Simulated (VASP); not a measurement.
A run of VASP 6.6.1 is set up as follows.

INCAR

```
SYSTEM = In
PREC     = Accurate       ! precision mode
ENCUT    = 520            ! plane-wave cutoff, eV
EDIFF    = 1E-7           ! SCF threshold, eV
ISMEAR   = 0              ! smearing method
SIGMA    = 0.15           ! smearing width, eV
LREAL    = .False.        ! projectors in reciprocal space
LASPH    = .True.         ! aspherical terms in the spheres
NELM     = 100            ! most SCF steps
ALGO     = Fast           ! electronic algorithm
ISIF     = 2              ! what is computed and relaxed
LWAVE    = .False.        ! write WAVECAR
LCHARG   = .True.         ! write CHGCAR
GGA      = PE             ! functional
LELF     = .True.         ! ELF
LVHAR    = .True.       
NBANDS   = 12             ! bands
```

The input KPOINTS:

```
Automatic mesh
0
Gamma
  18 18 18
  0 0 0
```

Contents of POSCAR:

```
In
1.0
   -2.0331272592      2.0331272592      1.8825252400
    2.0331272592     -2.0331272592      1.8825252400
    2.0331272592      2.0331272592     -1.8825252400
In
1
Direct
    0.0000000000      0.0000000000      0.0000000000
```

Potentials or basis: VASP PAW PBE potentials, release 64 (In_d).

Run with:

```sh
$ cat potpaw_PBE.64/In_d/POTCAR > POTCAR
$ mpirun -np 1 vasp_std > vasp.out
```

Problem. Predict the pressure.

Solution. -2.9 GPa.

Caveat: the cell differs from its parent crystal (strain +0.080 along x and y, +0.000 along z).
